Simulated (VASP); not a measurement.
# Be (P6_3/mmc) in VASP: further runs

Runs on Be. Level: PBEsol. Tasks: electric field gradients.

Everything below comes from runs of VASP 6.6.1. Logs are shortened: lines on timing, memory, paths and dates and some standing lists are left out, and cuts for length are marked.

## (1) The cell of the first run

The structure is hexagonal, space group P6_3/mmc (No. 194). The conventional cell has a = 2.219 Å, b = 2.219 Å, c = 3.502 Å, α = 90.00°, β = 90.00°, γ = 120.00°. Within 2.9 Å of Be (site symmetry -6m2) lie 12 Be at 2.17 to 2.22 Å.

## (2) Electric field gradients, PBEsol (volume scaled by 0.9405)

Input file INCAR:

```
PREC = Accurate
ENCUT = 520
EDIFF = 1E-8
ISMEAR = -1
SIGMA = 0.05
LREAL = F
LASPH = T
NELM = 60
ALGO = Normal
ISIF = 2
LWAVE = F
LCHARG = F
GGA = PS
LEFG = T
NBANDS = 9
```

Input file KPOINTS:

```
Automatic mesh
0
Gamma
  21 21 11
```

Input file POSCAR:

```
Be
1.0
    2.2189429169      0.0000000000      0.0000000000
   -1.1094714584      1.9216609356      0.0000000000
    0.0000000000      0.0000000000      3.5017617806
Be
2
Direct
    0.3333333333      0.6666666667      0.7500000000
    0.6666666667      0.3333333333      0.2500000000
```

Potentials or basis: VASP PAW PBE potentials, release 64 (Be).

The run is started by

```console
> cat potpaw_PBE.64/Be/POTCAR > POTCAR
> mpirun -np 1 vasp_std > vasp.out
```

OUTCAR:

```text
PREC = Accurate
   ENCUT = 520
   EDIFF = 1E-8
   ISMEAR = -1
   LREAL = F
   LASPH = T
   NELM = 60
   ISIF = 2
   GGA = PS

 ion  position               nearest neighbor table
   1  0.333  0.667  0.750-   2 2.17   2 2.17   2 2.17   2 2.17   2 2.17   2 2.17
   2  0.667  0.333  0.250-   1 2.17   1 2.17   1 2.17   1 2.17   1 2.17   1 2.17

  LATTYP: Found a hexagonal cell.
 ALAT       =     2.2189429169
 C/A-ratio  =     1.5781216154

  Lattice vectors:

 A1 = (   2.2189429169,   0.0000000000,   0.0000000000)
 A2 = (  -1.1094714584,   1.9216609356,   0.0000000000)
 A3 = (   0.0000000000,   0.0000000000,   3.5017617806)

Analysis of symmetry for initial positions (statically):
=====================================================================
 Subroutine PRICEL returns:
 Original cell was already a primitive cell.

 Routine SETGRP: Setting up the symmetry group for a
 hexagonal supercell.

 Subroutine GETGRP returns: Found 24 space group operations
 (whereof 12 operations were pure point group operations)
 out of a pool of 24 trial point group operations.

The static configuration has the point symmetry D_3d.
 The point group associated with its full space group is D_6h.

Analysis of symmetry for dynamics (positions and initial velocities):
=====================================================================
 Subroutine PRICEL returns:
 Original cell was already a primitive cell.

 Routine SETGRP: Setting up the symmetry group for a
 hexagonal supercell.

 Subroutine GETGRP returns: Found 24 space group operations
 (whereof 12 operations were pure point group operations)
 out of a pool of 24 trial point group operations.

The dynamic configuration has the point symmetry D_3d.
 The point group associated with its full space group is D_6h.

 Subroutine INISYM returns: Found 24 space group operations
 (whereof 12 operations are pure point group operations),
 and found     1 'primitive' translations

----------------------------------------------------------------------------------------

                                     Primitive cell

  volume of cell :      14.9317

  direct lattice vectors                    reciprocal lattice vectors
     2.218942917  0.000000000  0.000000000     0.450665041  0.260191583  0.000000000
    -1.109471458  1.921660936  0.000000000     0.000000000  0.520383165  0.000000000
     0.000000000  0.000000000  3.501761781     0.000000000  0.000000000  0.285570539

  length of vectors
     2.218942917  2.218942917  3.501761781     0.520383165  0.520383165  0.285570539

  position of ions in fractional coordinates (direct lattice)
     0.333333333  0.666666667  0.750000000
     0.666666667  0.333333333  0.250000000

  ion indices of the primitive-cell ions
   primitive index   ion index
                 1           1
                 2           2

----------------------------------------------------------------------------------------

 KPOINTS: Automatic mesh

Automatic generation of k-mesh.
 Grid dimensions read from file:
 generate k-points for:   21   21   11

 Generating k-lattice:

  Cartesian coordinates                     Fractional coordinates (reciprocal lattice)
     0.021460240  0.012390075  0.000000000     0.047619048  0.000000000  0.000000000
     0.000000000  0.024780151  0.000000000     0.000000000  0.047619048  0.000000000
     0.000000000  0.000000000  0.025960958     0.000000000  0.000000000  0.090909091

  Length of vectors
     0.024780151  0.024780151  0.025960958

  Shift w.r.t. Gamma in fractional coordinates (k-lattice)
     0.000000000  0.000000000  0.000000000

 Subroutine IBZKPT returns following result:
 ===========================================

 Found    288 irreducible k-points:

 Following reciprocal coordinates:
            Coordinates               Weight
  0.000000  0.000000  0.000000      1.000000
  0.047619  0.000000  0.000000      6.000000
  0.095238  0.000000  0.000000      6.000000
  0.142857 -0.000000  0.000000      6.000000
  0.190476  0.000000  0.000000      6.000000
  0.238095 -0.000000  0.000000      6.000000
[... 16 lines left out ...]
  0.142857  0.095238  0.000000     12.000000
  0.190476  0.095238  0.000000     12.000000
 [... further k-points ...]
   k-points           NKPTS =    288   k-points in BZ     NKDIM =    288   number of bands    NBANDS=      9
   number of dos      NEDOS =    301   number of ions     NIONS =      2
   total plane-waves  NPLWV =   9072
   dimension x,y,z NGX =    18 NGY =   18 NGZ =   28
   dimension x,y,z NGXF=    36 NGYF=   36 NGZF=   56
   ions per type =               2
   NGX,Y,Z   is equivalent  to a cutoff of  13.49, 13.49, 13.29 a.u.
   NGXF,Y,Z  is equivalent  to a cutoff of  26.97, 26.97, 26.59 a.u.
 SYSTEM =  unknown system
   PREC   = accura    normal or accurate (medium, high low for compatibility)
   ISTART =      0    job   : 0-new  1-cont  2-samecut
   ICHARG =      2    charge: 1-file 2-atom 10-const
   ISPIN  =      1    spin polarized calculation?
   LNONCOLLINEAR =      F non collinear calculations
   LSORBIT =      F    spin-orbit coupling
   LASPH  =      T    aspherical Exc in radial PAW
   ENCUT  =  520.0 eV  38.22 Ry    6.18 a.u.   4.13  4.13  6.51*2*pi/ulx,y,z
   NELM   =     60;   NELMIN=  2; NELMDL= -5     # of ELM steps
   EDIFF  = 0.1E-07   stopping-criterion for ELM
   LREAL  =      F    real-space projection
   EDIFFG = 0.1E-06   stopping-criterion for IOM
   NSW    =      0    number of steps for IOM
   IBRION =     -1    ionic relax: 0-MD 1-quasi-New 2-CG
   NFREE  =      0    steps in history (QN), initial steepest desc. (CG)
   ISIF   =      2    stress and relaxation
   ISYM   =      2    0-nonsym 1-usesym 2-fastsym
   POTIM  = 0.5000    time-step for ionic-motion
   TEBEG  =    0.0;   TEEND  =   0.0 temperature during run
   PSTRESS=    0.0 pullay stress
   NELECT =       4.0000    total number of electrons
   NUPDOWN=      -1.0000    fix difference up-down
   EMIN   =  10.00;   EMAX   =-10.00  energy-range for DOS
   EFERMI =   0.00;   METHOD = LEGACY
   ISMEAR =    -1;   SIGMA  =   0.05  broadening in eV -4-tet -1-fermi 0-gaus
   EFERMI_NEDOS =   21; number of points for ismear=-14 and -15
   IALGO  =     38    algorithm
   IMIX   =      4    mixing-type and parameters
     AMIX     =   0.40;   BMIX     =  1.00
     AMIX_MAG =   1.60;   BMIX_MAG =  1.00
  volume/ion in A,a.u.               =       7.47        50.38
  Fermi-wavevector in a.u.,A,eV,Ry     =   1.055338  1.994300 15.153336  1.113739
  Thomas-Fermi vector in A             =   2.190533
   LORBIT       =      0    0 simple, 1 ext, 2 COOP (PROOUT), +10 PAW based schemes
   GGA     = PS    functional components
   LHFCALC =     F    Hartree Fock is set to
   AEXX    =    0.0000 exact exchange contribution
   IVDW    =     0    specifies the selected vdW correction
   LEPSILON=     F    determine dielectric tensor
   LRPA    =     F    only Hartree local field effects (RPA)
 non-spin polarized calculation
  energy-cutoff  :      520.00
  volume of cell :       14.93
 maximum number of plane-waves:       420
 NGX is ok and might be reduce to    18
   NGX =  9   NGY =  9   NGZ = 13

 number of electron       4.0000000 magnetization

 Free energy of the ion-electron system (eV)
  ---------------------------------------------------
  ext. energy  EPLUGINS =         0.00000000
  ---------------------------------------------------
  free energy    TOTEN  =        -7.97695043 eV

  energy without entropy =       -7.97487744  energy(sigma->0) =       -7.97591393

 E-fermi :   7.5220     XC(G=0): -10.7977

 val. band max:        7.5161089760   @ k =   0.3333   0.0476   0.0000
 cond. band min:       7.5475366041   @ k =   0.3333   0.2857   0.0909
 fundamental gap:      0.0314276281
 Fermi energy:         7.5220255145

 k-point     1 :       0.0000    0.0000    0.0000
  band No.  band energies     occupation
      1      -4.1659      2.00000
      2       2.8011      2.00000
      3       8.7820      0.00000
      4      24.2651      0.00000
      5      24.2651      0.00000
      6      27.2153      0.00000
      7      27.2153      0.00000
      8      29.3609      0.00000
      9      35.5940      0.00000

 k-point     2 :       0.0476    0.0000    0.0000
  band No.  band energies     occupation
      1      -4.0995      2.00000
      2       2.8902      2.00000
      3       8.7980      0.00000
      4      23.6846      0.00000
      5      23.8093      0.00000
      6      27.2314      0.00000
      7      27.4736      0.00000
      8      29.2373      0.00000
      9      34.4137      0.00000
[... 253 lines left out ...]
 k-point    24 :       0.1905    0.0952    0.0000
  band No.  band energies     occupation
      1      -2.3010      2.00000
      2       5.2833      2.00000
      3       8.9886      0.00000
      4      16.1144      0.00000
      5      18.5418      0.00000
      6      24.4783      0.00000
      7      25.3430      0.00000
      8      26.3704      0.00000
      9      30.2106      0.00000

 [... further k-points ...]
[... 5 lines left out ...]
  --------------------------------------------------------------------------------------
  -------------------------------------------------------------------------------------
  Total        0.6199496      0.6199496      0.6967426      0.0000000      0.0000000      0.0000000
  in kB       66.5208049     66.5208049     74.7607169      0.0000000      0.0000000      0.0000000
  external PRESSURE =      69.2674422 kB  Pullay stress =       0.0000000 kB

 VOLUME and BASIS-vectors are now :
 -----------------------------------------------------------------------------
  energy-cutoff  :      520.00
  volume of cell :       14.93
      direct lattice vectors                 reciprocal lattice vectors
     2.218942917  0.000000000  0.000000000     0.450665041  0.260191583  0.000000000
    -1.109471458  1.921660936  0.000000000     0.000000000  0.520383165  0.000000000
     0.000000000  0.000000000  3.501761781     0.000000000  0.000000000  0.285570539

 POSITION                                       TOTAL-FORCE (eV/Angst)
 -----------------------------------------------------------------------------------
     -0.00000      1.28111      2.62632        -0.000000     -0.000000      0.000000
      1.10947      0.64055      0.87544         0.000000      0.000000      0.000000
 -----------------------------------------------------------------------------------
    total drift:                                0.000000     -0.000000      0.000000

  FREE ENERGIE OF THE ION-ELECTRON SYSTEM (eV)
  ---------------------------------------------------
  free  energy   TOTEN  =        -7.9769504300 eV

  energy  without entropy=       -7.9748774375  energy(sigma->0) =       -7.97591393

 Electric field gradients (V/A^2)
---------------------------------------------------------------------
 ion       V_xx      V_yy      V_zz      V_xy      V_xz      V_yz
---------------------------------------------------------------------
   1       0.278     0.278    -0.556     0.000    -0.000     0.000
   2       0.278     0.278    -0.556     0.000     0.000    -0.000
---------------------------------------------------------------------

 Electric field gradients after diagonalization (V/A^2)
 (convention: |V_zz| > |V_xx| > |V_yy|)
----------------------------------------------------------------------
 ion       V_xx      V_yy      V_zz     asymmetry (V_yy - V_xx)/ V_zz
----------------------------------------------------------------------
   1       0.278     0.278    -0.556       0.000
   2       0.278     0.278    -0.556       0.000
----------------------------------------------------------------------

           NMR quadrupolar parameters

 Cq : quadrupolar parameter    Cq=e*Q*V_zz/h
 eta: asymmetry parameters     (V_yy - V_xx)/ V_zz
 Q  : nuclear electric quadrupole moment in mb (millibarn)
----------------------------------------------------------------------
 ion       Cq(MHz)       eta       Q (mb)
----------------------------------------------------------------------
   1      -0.001       0.000       1.000
   2      -0.001       0.000       1.000
----------------------------------------------------------------------
```

It took 45 s on 1 thread of AMD EPYC 7R13, shared host; peak memory 0.12 GiB.

Results:

- Free energy: -7.9770 eV
- Pressure: 6.9 GPa
- Band gap on the k mesh: zero (band 2 reaches 8.49 eV, above the bottom of band 3 at 6.38 eV)

Stress tensor (GPa, compression positive):
```
6.65 0.00 0.00
0.00 6.65 0.00
0.00 0.00 7.48
```

Electric field gradients, principal values (V/Å²):
```csv
atom,least,middle,greatest (by size)
1 Be,0.278,0.278,-0.556
2 Be,0.278,0.278,-0.556
```

Caveat: without QUAD_EFG the Cq values of the log hold for a quadrupole moment of 1 mb, not for the nuclei; the PAW data sets were made with another functional, which shifts forces and pressure a little.

[end of part 1 of 3]
